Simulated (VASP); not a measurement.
# AlN (F-43m) in VASP: a series of runs

The runs below take AlN through single point, with PBE.

Program: VASP 6.6.1. These are calculated values, not measurements. Logs are shortened: lines on timing, memory, paths and dates and some standing lists are left out, and cuts for length are marked.

## (1) The cell of the first run

It takes space group F-43m (No. 216, cubic). Conventional cell: a = 4.271 Å, b = 4.271 Å, c = 4.271 Å, α = 90.00°, β = 90.00°, γ = 90.00°. Within 2.5 Å of Al (site symmetry -43m) lie 4 N at 1.85 Å. N (site symmetry -43m) has 4 Al at 1.85 Å within 2.5 Å.

## (2) Single point, PBE (equal strain along all axes, cell held: -3.0 %)

INCAR

```
ALGO = Normal
EDIFF = 1E-6
ENCUT = 520
GGA = PE
ISIF = 2
ISMEAR = 0
LASPH = True
LCHARG = True
LELF = True
LREAL = False
LVHAR = True
LWAVE = False
NBANDS = 16
NELM = 100
PREC = Accurate
SIGMA = 0.02
```

KPOINTS

```
k-points
0
Gamma
  8 8 6
```

POSCAR

```
AlN
1.0
    2.1355394922      2.1355394922      0.0000000000
   -2.1355394922      2.1355394922      0.0000000000
    0.0000000000      0.0000000000      4.2710789844
Al N
2 2
Direct
    0.0000000000      0.0000000000      0.0000000000
    0.5000000000      0.5000000000      0.5000000000
    0.5000000000      0.0000000000      0.2500000000
    0.0000000000      0.5000000000      0.7500000000
```

Potentials or basis: VASP PAW PBE potentials, release 64 (Al, N).

On the command line:

```sh
$ cat potpaw_PBE.64/Al/POTCAR potpaw_PBE.64/N/POTCAR > POTCAR
$ mpirun -np 1 vasp_std > vasp.out
```

OUTCAR:

```text
EDIFF = 1E-6
   ENCUT = 520
   GGA = PE
   ISIF = 2
   ISMEAR = 0
   LASPH = True
   LREAL = False
   NELM = 100
   PREC = Accurate

 ion  position               nearest neighbor table
   1  0.000  0.000  0.000-   3 1.85   4 1.85   4 1.85   3 1.85   2 3.02   2 3.02   2 3.02   2 3.02
                             2 3.02   2 3.02   2 3.02   2 3.02
   2  0.500  0.500  0.500-   3 1.85   4 1.85   3 1.85   4 1.85   1 3.02   1 3.02   1 3.02   1 3.02
                             1 3.02   1 3.02   1 3.02   1 3.02
   3  0.500  0.000  0.250-   1 1.85   2 1.85   2 1.85   1 1.85
   4  0.000  0.500  0.750-   1 1.85   2 1.85   1 1.85   2 1.85

  LATTYP: Found a simple tetragonal cell.
 ALAT       =     3.0201089129
 C/A-ratio  =     1.4142135624

  Lattice vectors:

 A1 = (   2.1355394922,   2.1355394922,   0.0000000000)
 A2 = (  -2.1355394922,   2.1355394922,   0.0000000000)
 A3 = (   0.0000000000,   0.0000000000,   4.2710789844)

Analysis of symmetry for initial positions (statically):
=====================================================================
 Subroutine PRICEL returns following result:

  LATTYP: Found a face centered cubic cell.
 ALAT       =     4.2710789844

  Lattice vectors:

 A1 = (   0.0000000000,  -2.1355394922,  -2.1355394922)
 A2 = (   2.1355394922,   0.0000000000,  -2.1355394922)
 A3 = (   2.1355394922,  -2.1355394922,   0.0000000000)

   2 primitive cells build up your supercell.

 Routine SETGRP: Setting up the symmetry group for a
 simple tetragonal supercell.

 Subroutine GETGRP returns: Found  8 space group operations
 (whereof  8 operations were pure point group operations)
 out of a pool of 16 trial point group operations.

The static configuration has the point symmetry D_2d.

Analysis of symmetry for dynamics (positions and initial velocities):
=====================================================================
 Subroutine PRICEL returns following result:

  LATTYP: Found a face centered cubic cell.
 ALAT       =     4.2710789844

  Lattice vectors:

 A1 = (   0.0000000000,  -2.1355394922,  -2.1355394922)
 A2 = (   2.1355394922,   0.0000000000,  -2.1355394922)
 A3 = (   2.1355394922,  -2.1355394922,   0.0000000000)

   2 primitive cells build up your supercell.

 Routine SETGRP: Setting up the symmetry group for a
 simple tetragonal supercell.

 Subroutine GETGRP returns: Found  8 space group operations
 (whereof  8 operations were pure point group operations)
 out of a pool of 16 trial point group operations.

The dynamic configuration has the point symmetry D_2d.

 Subroutine INISYM returns: Found  8 space group operations
 (whereof  8 operations are pure point group operations),
 and found     2 'primitive' translations

----------------------------------------------------------------------------------------

                                     Primitive cell

  volume of cell :      19.4784

  direct lattice vectors                    reciprocal lattice vectors
     0.000000000 -2.135539492 -2.135539492    -0.234132875 -0.234132875 -0.234132875
     2.135539492  0.000000000 -2.135539492     0.234132875  0.234132875 -0.234132875
     2.135539492 -2.135539492  0.000000000     0.234132875 -0.234132875  0.234132875

  length of vectors
     3.020108913  3.020108913  3.020108913     0.405530034  0.405530034  0.405530034

  position of ions in fractional coordinates (direct lattice)
     0.000000000  0.000000000  0.000000000
     0.250000000  0.250000000  0.250000000

  ion indices of the primitive-cell ions
   primitive index   ion index
                 1           1
                 2           3

----------------------------------------------------------------------------------------

 KPOINTS: k-points

Automatic generation of k-mesh.
 Grid dimensions read from file:
 generate k-points for:    8    8    6

 Generating k-lattice:

  Cartesian coordinates                     Fractional coordinates (reciprocal lattice)
     0.029266609  0.029266609  0.000000000     0.125000000  0.000000000  0.000000000
    -0.029266609  0.029266609  0.000000000     0.000000000  0.125000000  0.000000000
     0.000000000  0.000000000  0.039022146     0.000000000  0.000000000  0.166666667

  Length of vectors
     0.041389236  0.041389236  0.039022146

  Shift w.r.t. Gamma in fractional coordinates (k-lattice)
     0.000000000  0.000000000  0.000000000

 Subroutine IBZKPT returns following result:
 ===========================================

 Found     60 irreducible k-points:

 Following reciprocal coordinates:
            Coordinates               Weight
  0.000000  0.000000  0.000000      1.000000
  0.125000  0.000000  0.000000      4.000000
  0.250000  0.000000  0.000000      4.000000
  0.375000  0.000000  0.000000      4.000000
  0.500000  0.000000  0.000000      2.000000
  0.125000  0.125000  0.000000      4.000000
[... 16 lines left out ...]
  0.375000  0.125000  0.166667     16.000000
  0.500000  0.125000  0.166667      8.000000
 [... further k-points ...]
   k-points           NKPTS =     60   k-points in BZ     NKDIM =     60   number of bands    NBANDS=     16
   number of dos      NEDOS =    301   number of ions     NIONS =      4
   total plane-waves  NPLWV =  18432
   dimension x,y,z NGX =    24 NGY =   24 NGZ =   32
   dimension x,y,z NGXF=    48 NGYF=   48 NGZF=   64
   ions per type =               2   2
   NGX,Y,Z   is equivalent  to a cutoff of  13.21, 13.21, 12.46 a.u.
   NGXF,Y,Z  is equivalent  to a cutoff of  26.42, 26.42, 24.91 a.u.
 SYSTEM =  unknown system
   PREC   = accura    normal or accurate (medium, high low for compatibility)
   ISTART =      0    job   : 0-new  1-cont  2-samecut
   ICHARG =      2    charge: 1-file 2-atom 10-const
   ISPIN  =      1    spin polarized calculation?
   LNONCOLLINEAR =      F non collinear calculations
   LSORBIT =      F    spin-orbit coupling
   LASPH  =      T    aspherical Exc in radial PAW
   ENCUT  =  520.0 eV  38.22 Ry    6.18 a.u.   5.62  5.62  7.94*2*pi/ulx,y,z
   NELM   =    100;   NELMIN=  2; NELMDL= -5     # of ELM steps
   EDIFF  = 0.1E-05   stopping-criterion for ELM
   LREAL  =      F    real-space projection
   EDIFFG = 0.1E-04   stopping-criterion for IOM
   NSW    =      0    number of steps for IOM
   IBRION =     -1    ionic relax: 0-MD 1-quasi-New 2-CG
   NFREE  =      0    steps in history (QN), initial steepest desc. (CG)
   ISIF   =      2    stress and relaxation
   ISYM   =      2    0-nonsym 1-usesym 2-fastsym
   POTIM  = 0.5000    time-step for ionic-motion
   TEBEG  =    0.0;   TEEND  =   0.0 temperature during run
   PSTRESS=    0.0 pullay stress
   NELECT =      16.0000    total number of electrons
   NUPDOWN=      -1.0000    fix difference up-down
   EMIN   =  10.00;   EMAX   =-10.00  energy-range for DOS
   EFERMI =   0.00;   METHOD = LEGACY
   ISMEAR =     0;   SIGMA  =   0.02  broadening in eV -4-tet -1-fermi 0-gaus
   EFERMI_NEDOS =   21; number of points for ismear=-14 and -15
   IALGO  =     38    algorithm
   IMIX   =      4    mixing-type and parameters
     AMIX     =   0.40;   BMIX     =  1.00
     AMIX_MAG =   1.60;   BMIX_MAG =  1.00
  volume/ion in A,a.u.               =       9.74        65.72
  Fermi-wavevector in a.u.,A,eV,Ry     =   1.216897  2.299602 20.148035  1.480839
  Thomas-Fermi vector in A             =   2.352236
   LORBIT       =      0    0 simple, 1 ext, 2 COOP (PROOUT), +10 PAW based schemes
   GGA     = PE    functional components
   LHFCALC =     F    Hartree Fock is set to
   AEXX    =    0.0000 exact exchange contribution
   IVDW    =     0    specifies the selected vdW correction
   LEPSILON=     F    determine dielectric tensor
   LRPA    =     F    only Hartree local field effects (RPA)
 non-spin polarized calculation
 Gauss-broadening in eV      SIGMA  =   0.02
  energy-cutoff  :      520.00
  volume of cell :       38.96
 maximum number of plane-waves:      1088
 NGX is ok and might be reduce to    24
   NGX = 11   NGY = 11   NGZ = 15

 number of electron      16.0000003 magnetization

 Free energy of the ion-electron system (eV)
  ---------------------------------------------------
  ext. energy  EPLUGINS =         0.00000000
  ---------------------------------------------------
  free energy    TOTEN  =       -29.47140672 eV

  energy without entropy =      -29.47140672  energy(sigma->0) =      -29.47140672

 E-fermi :   6.7716     XC(G=0): -11.2307

 val. band max:        6.6226358145   @ k =   0.1250   0.0000   0.0000
 cond. band min:       9.9728486237   @ k =   0.5000   0.5000   0.0000
 fundamental gap:      3.3502128093
 Fermi energy:         6.7716070045

 k-point     1 :       0.0000    0.0000    0.0000
  band No.  band energies     occupation
      1      -8.7584      2.00000
      2      -5.8034      2.00000
      3       1.5095      2.00000
      4       4.7796      2.00000
      5       4.7796      2.00000
      6       6.6226      2.00000
[... 8 lines left out ...]
     15      21.5299      0.00000
     16      23.2100      0.00000

 k-point     2 :       0.1250    0.0000    0.0000
  band No.  band energies     occupation
      1      -8.5934      2.00000
      2      -5.7897      2.00000
      3       1.6906      2.00000
      4       4.0406      2.00000
      5       4.8913      2.00000
      6       5.8420      2.00000
[... 8 lines left out ...]
     15      21.2564      0.00000
     16      22.6619      0.00000

 k-point     3 :       0.2500    0.0000    0.0000
  band No.  band energies     occupation
      1      -8.1216      2.00000
      2      -5.8206      2.00000
      3       2.2088      2.00000
      4       2.7882      2.00000
      5       4.3493      2.00000
      6       5.2032      2.00000
[... 8 lines left out ...]
     15      20.6027      0.00000
     16      21.4552      0.00000
[... 362 lines left out ...]
 k-point    23 :       0.3750    0.1250    0.1667
  band No.  band energies     occupation
      1      -7.1907      2.00000
      2      -6.0703      2.00000
      3       1.5312      2.00000
      4       2.4393      2.00000
      5       3.8766      2.00000
      6       5.2583      2.00000
[... 8 lines left out ...]
     15      20.0158      0.00000
     16      20.2709      0.00000

 k-point    24 :       0.5000    0.1250    0.1667
  band No.  band energies     occupation
      1      -6.5178      2.00000
      2      -6.5178      2.00000
      3       1.6225      2.00000
      4       1.6225      2.00000
      5       4.6684      2.00000
      6       4.6684      2.00000
[... 8 lines left out ...]
     15      19.9139      0.00000
     16      19.9139      0.00000

 [... further k-points ...]
[... 5 lines left out ...]
  --------------------------------------------------------------------------------------
  -------------------------------------------------------------------------------------
  Total        5.0666519      5.0666519      5.0660439      0.0000000     -0.0000000     -0.0000000
  in kB      208.3765459    208.3765459    208.3515419      0.0000000     -0.0000000     -0.0000000
  external PRESSURE =     208.3682112 kB  Pullay stress =       0.0000000 kB

 VOLUME and BASIS-vectors are now :
 -----------------------------------------------------------------------------
  energy-cutoff  :      520.00
  volume of cell :       38.96
      direct lattice vectors                 reciprocal lattice vectors
     2.135539492  2.135539492  0.000000000     0.234132875  0.234132875  0.000000000
    -2.135539492  2.135539492  0.000000000    -0.234132875  0.234132875  0.000000000
     0.000000000  0.000000000  4.271078984     0.000000000  0.000000000  0.234132875

 POSITION                                       TOTAL-FORCE (eV/Angst)
 -----------------------------------------------------------------------------------
      0.00000      0.00000      0.00000        -0.000000     -0.000000      0.000000
      0.00000      2.13554      2.13554         0.000000      0.000000     -0.000000
      1.06777      1.06777      1.06777         0.000000      0.000000      0.000000
     -1.06777      1.06777      3.20331        -0.000000     -0.000000      0.000000
 -----------------------------------------------------------------------------------
    total drift:                               -0.000000      0.000000     -0.000000

  FREE ENERGIE OF THE ION-ELECTRON SYSTEM (eV)
  ---------------------------------------------------
  free  energy   TOTEN  =       -29.4714067159 eV

  energy  without entropy=      -29.4714067159  energy(sigma->0) =      -29.47140672
```

Wall time 13 s (1 thread of AMD EPYC 9R45 (Zen 5), shared host); peak memory 0.13 GiB.

Results:

```
Free energy            : -29.4714 eV
Pressure               : 20.8 GPa
Band gap on the k mesh : 3.35 eV
```

Levels at points of the mesh, in eV from the valence-band top:
```tsv
k point	band 5	band 6	band 7	band 8	band 9	band 10	band 11	band 12
(0.00, 0.00, 0.00)	-1.84	0.00	0.00	0.00	3.35	4.81	9.03	13.24
(0.50, 0.00, 0.00)	-2.58	-2.58	-0.53	-0.53	8.11	8.11	9.88	9.88
(0.50, 0.50, 0.00)	-1.84	-1.84	-1.84	-1.84	3.35	3.35	9.03	9.03
(0.00, 0.00, 0.50)	-1.02	-1.02	-1.02	-1.02	6.30	6.30	10.77	10.77
(0.50, 0.00, 0.50)	-0.49	-0.49	-0.49	-0.49	8.00	8.00	10.33	10.33
(0.50, 0.50, 0.50)	-3.67	-3.67	-2.84	-2.84	6.20	6.20	11.82	11.82
```

Caveat: the cell differs from its parent crystal (equal strain along all axes, cell held: -3.0 %). A k mesh can miss the band edges.

## (3) Single point, PBE

INCAR

```
SYSTEM = AlN
PREC = Accurate
ENCUT = 520
EDIFF = 1E-6
ISMEAR = 0
SIGMA = 0.02
LREAL = .False.
LASPH = .True.
NELM = 80
ALGO = Normal
ISIF = 2
LWAVE = .False.
LCHARG = .True.
GGA = PE
LELF = .True.
LVHAR = .True.
NBANDS = 16
```

KPOINTS

```
regular mesh
0
Gamma
  8 8 6
  0 0 0
```

POSCAR is that of step 2.

Potentials or basis: VASP PAW PBE potentials, release 64 (Al, N).

On the command line:

```sh
$ cat potpaw_PBE.64/Al/POTCAR potpaw_PBE.64/N/POTCAR > POTCAR
$ mpirun -np 1 vasp_std > vasp.out
```

OUTCAR:

```text
SYSTEM = AlN
   PREC = Accurate
   ENCUT = 520
   EDIFF = 1E-6
   ISMEAR = 0
   LREAL = .False.
   LASPH = .True.
   NELM = 80
   ISIF = 2
   GGA = PE

 ion  position               nearest neighbor table
   1  0.000  0.000  0.000-   3 1.85   4 1.85   4 1.85   3 1.85   2 3.02   2 3.02   2 3.02   2 3.02
                             2 3.02   2 3.02   2 3.02   2 3.02
   2  0.500  0.500  0.500-   3 1.85   4 1.85   3 1.85   4 1.85   1 3.02   1 3.02   1 3.02   1 3.02
                             1 3.02   1 3.02   1 3.02   1 3.02
   3  0.500  0.000  0.250-   1 1.85   2 1.85   2 1.85   1 1.85
   4  0.000  0.500  0.750-   1 1.85   2 1.85   1 1.85   2 1.85

  LATTYP: Found a simple tetragonal cell.
 ALAT       =     3.0201089129
 C/A-ratio  =     1.4142135624

  Lattice vectors:

 A1 = (   2.1355394922,   2.1355394922,   0.0000000000)
 A2 = (  -2.1355394922,   2.1355394922,   0.0000000000)
 A3 = (   0.0000000000,   0.0000000000,   4.2710789844)

Analysis of symmetry for initial positions (statically):
=====================================================================
 Subroutine PRICEL returns following result:

  LATTYP: Found a face centered cubic cell.
 ALAT       =     4.2710789844

  Lattice vectors:

[... 185 lines left out ...]

 E-fermi :   6.7716     XC(G=0): -11.2307

 val. band max:        6.6226358145   @ k =   0.1250   0.0000   0.0000
 cond. band min:       9.9728486237   @ k =   0.5000   0.5000   0.0000
 fundamental gap:      3.3502128093
 Fermi energy:         6.7716070045

 k-point     1 :       0.0000    0.0000    0.0000
  band No.  band energies     occupation
      1      -8.7584      2.00000
      2      -5.8034      2.00000
      3       1.5095      2.00000
      4       4.7796      2.00000
      5       4.7796      2.00000
      6       6.6226      2.00000
[... 433 lines left out ...]
      3       1.6225      2.00000
      4       1.6225      2.00000
      5       4.6684      2.00000
      6       4.6684      2.00000
[... 8 lines left out ...]
     15      19.9139      0.00000
     16      19.9139      0.00000

 [... further k-points ...]
[... 5 lines left out ...]
  --------------------------------------------------------------------------------------
  -------------------------------------------------------------------------------------
  Total        5.0666519      5.0666519      5.0660439      0.0000000     -0.0000000     -0.0000000
  in kB      208.3765459    208.3765459    208.3515419      0.0000000     -0.0000000     -0.0000000
  external PRESSURE =     208.3682112 kB  Pullay stress =       0.0000000 kB

 VOLUME and BASIS-vectors are now :
 -----------------------------------------------------------------------------
  energy-cutoff  :      520.00
  volume of cell :       38.96
      direct lattice vectors                 reciprocal lattice vectors
     2.135539492  2.135539492  0.000000000     0.234132875  0.234132875  0.000000000
    -2.135539492  2.135539492  0.000000000    -0.234132875  0.234132875  0.000000000
     0.000000000  0.000000000  4.271078984     0.000000000  0.000000000  0.234132875

 POSITION                                       TOTAL-FORCE (eV/Angst)
 -----------------------------------------------------------------------------------
      0.00000      0.00000      0.00000        -0.000000     -0.000000      0.000000
      0.00000      2.13554      2.13554         0.000000      0.000000     -0.000000
      1.06777      1.06777      1.06777         0.000000      0.000000      0.000000
     -1.06777      1.06777      3.20331        -0.000000     -0.000000      0.000000
 -----------------------------------------------------------------------------------
    total drift:                               -0.000000      0.000000     -0.000000

  FREE ENERGIE OF THE ION-ELECTRON SYSTEM (eV)
  ---------------------------------------------------
  free  energy   TOTEN  =       -29.4714067159 eV

  energy  without entropy=      -29.4714067159  energy(sigma->0) =      -29.47140672
```

It took 13 s on 1 thread of AMD EPYC 9R45 (Zen 5), shared host; peak memory 0.13 GiB.

Results:

- Free energy: -29.4714 eV
- Pressure: 20.8 GPa
- Band gap on the k mesh: 3.35 eV

A k mesh can miss the band edges. A hybrid or GW would open this gap; PBE tends to underestimate it.

## (4) Single point, PBE (equal strain along all axes, cell held: -1.5 %)

INCAR

```
  PREC = Accurate
  ENCUT = 520
  EDIFF = 1E-6
  ISMEAR = 0
  SIGMA = 0.02
  LREAL = F
  LASPH = T
  NELM = 80
  ALGO = Normal
  ISIF = 2
  LWAVE = F
  LCHARG = F
  GGA = PE
  NBANDS = 16
```

KPOINTS

```
regular mesh
0
Gamma
  8 8 6
```

POSCAR

```
AlN
1.0
    2.1685632988      2.1685632988      0.0000000000
   -2.1685632988      2.1685632988      0.0000000000
    0.0000000000      0.0000000000      4.3371265976
Al N
2 2
Direct
    0.0000000000      0.0000000000      0.0000000000
    0.5000000000      0.5000000000      0.5000000000
    0.5000000000      0.0000000000      0.2500000000
    0.0000000000      0.5000000000      0.7500000000
```

On the command line:

```sh
$ cat potpaw_PBE.64/Al/POTCAR potpaw_PBE.64/N/POTCAR > POTCAR
$ mpirun -np 1 vasp_std > vasp.out
```

Run time: 13 s. Hardware: 1 thread of AMD EPYC 9R45 (Zen 5), shared host; peak memory 0.13 GiB.

It converged, with:

```yaml
Free_energy: -29.6426 eV
Pressure: 9.3 GPa
Band_gap_on_the_k_mesh: 3.33 eV
```

Levels at points of the mesh, in eV from the valence-band top:
```
           k point  band 5  band 6  band 7  band 8  band 9  band 10  band 11  band 12
(0.00, 0.00, 0.00)   -1.80    0.00    0.00    0.00    3.33     4.39     8.75    12.77
(0.50, 0.00, 0.00)   -2.51   -2.51   -0.53   -0.53    7.91     7.91     9.45     9.45
(0.50, 0.50, 0.00)   -1.80   -1.80   -1.80   -1.80    3.33     3.33     8.75     8.75
(0.00, 0.00, 0.50)   -0.99   -0.99   -0.99   -0.99    6.07     6.07    10.43    10.43
(0.50, 0.00, 0.50)   -0.48   -0.48   -0.48   -0.48    7.57     7.57    10.01    10.01
(0.50, 0.50, 0.50)   -3.51   -3.51   -2.74   -2.74    6.10     6.10    11.55    11.55
```

Caveat: the cell differs from its parent crystal (equal strain along all axes, cell held: -1.5 %). A k mesh can miss the band edges.

(Continued in part 2 of 2.)
